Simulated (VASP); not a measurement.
Crystal: Sc.

```
CELL_PARAMETERS angstrom
2.90020 0.00000 0.00000
0.00000 2.90020 0.00000
0.00000 0.00000 2.90020
ATOMIC_POSITIONS crystal
Sc 0.00000 0.00000 0.00000
```

- Program: VASP 6.6.1
- Task: relaxation of cell and atoms
- Functional: LDA
- Potentials or basis: VASP PAW LDA potentials, release 64 (Sc_sv)
- Cutoff: 600 eV
- k mesh: 15 × 15 × 15, shifted
- Occupations: fermi-dirac, width 0.05 eV
- Spin: no spin polarisation

At the start: pressure -1.9 GPa; volume 24.39 Å³/atom.

Q: Where does the relaxation end?

A: Over 3 steps the energy falls by 7.6 meV/atom and the volume is 23.20 Å³/atom (-4.9 %); space group Pm-3m (No. 221, to 0.05 Å).

Step by step:
```tsv
step	energy change (eV)	largest force (eV/Å)	pressure (GPa)	volume (Å³)
1	0.0000	0.0000	-1.93	24.39
2	-0.0074	0.0000	-0.32	23.37
3	-0.0076	0.0000	-0.02	23.20
```

Final structure:
```
Sc
1.0
     2.85196    0.00000    0.00000
     0.00000    2.85196    0.00000
     0.00000    0.00000    2.85196
Sc
1
Direct
  0.00000 0.00000 0.00000
```
